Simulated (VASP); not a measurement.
# Hf2Pd2Se2Br2O3: single point with RPBE

Crystal: Hf2Pd2Se2Br2O3.

```
CELL_PARAMETERS angstrom
7.60351 -1.72460 -1.38001
7.60351 1.72460 -1.38001
-2.27060 0.00000 13.75960
ATOMIC_POSITIONS crystal
Hf 0.94524 0.94524 0.05811
Hf 0.60621 0.60621 0.27773
Pd 0.17852 0.17852 0.51093
Pd 0.32014 0.32014 0.75016
Se 0.92055 0.92055 0.85041
Se 0.78624 0.78624 0.59759
Br 0.58854 0.58854 0.04900
Br 0.24894 0.24894 0.29363
O 0.60141 0.60141 0.40970
O 0.38528 0.38528 0.06606
O 0.03062 0.03062 0.21526
```

| Property | Result |
| --- | --- |
| Program | VASP 6.6.1 |
| Task | single point |
| Functional | RPBE |
| Potentials or basis | VASP PAW PBE potentials, release 64 (Hf_pv, Pd, Se, Br, O) |
| Cutoff | 520 eV |
| k mesh | 6 × 6 × 2 |
| Occupations | fermi-dirac, width 0.05 eV |
| Spin | no spin polarisation |
| Dipole correction | no |
| Further INCAR settings | ALGO = Normal; EDIFF = 1e-06; NBANDS = 53 |

```yaml
Pressure: -0.4 GPa
Largest_force: 0.148 eV/Å
Band_gap_on_the_k_mesh: 0.70 eV
```

Forces in eV/Å, atoms in the order of the input:
```
Hf  -0.034  0.000  0.118
Hf  -0.091  0.000  0.021
Pd  -0.026  0.000 -0.014
Pd  -0.018  0.000 -0.004
Se   0.011  0.000  0.031
Se   0.019  0.000  0.004
Br  -0.053  0.000  0.031
Br  -0.059  0.000  0.006
O    0.042  0.000 -0.108
O    0.141  0.000 -0.045
O    0.069  0.000 -0.039
```

Stress tensor (GPa, compression positive):
```
-0.28  0.00 -0.05
 0.00 -0.46  0.00
-0.05  0.00 -0.31
```

Levels at points of the mesh, in eV from the valence-band top:
```
           k point  band 38  band 39  band 40  band 41  band 42  band 43  band 44  band 45  band 46  band 47
(0.00, 0.00, 0.00)    -0.92    -0.91    -0.57    -0.23    -0.09     1.23     2.18     2.49     3.00     3.06
(0.50, 0.00, 0.00)    -1.07    -0.85    -0.75    -0.55    -0.41     1.22     1.80     2.78     2.87     2.89
(0.50, 0.50, 0.00)    -0.91    -0.89    -0.59    -0.24    -0.15     1.24     2.19     2.45     3.07     3.28
(0.00, 0.00, 0.50)    -0.90    -0.88    -0.57    -0.22    -0.16     1.24     2.18     2.45     3.02     3.12
(0.50, 0.00, 0.50)    -1.07    -0.85    -0.75    -0.55    -0.41     1.22     1.80     2.78     2.86     2.90
(0.50, 0.50, 0.50)    -0.92    -0.91    -0.58    -0.25    -0.09     1.23     2.18     2.49     3.04     3.22
```

Wall time 32 min on 1 thread of Intel Xeon 8259CL (shared host), peak memory 1.1 GiB.

Caveat: the PAW data sets were made with another functional, which shifts forces and pressure a little; spin-orbit coupling is left out, which moves the levels of the heavy elements. A k mesh can miss the band edges.
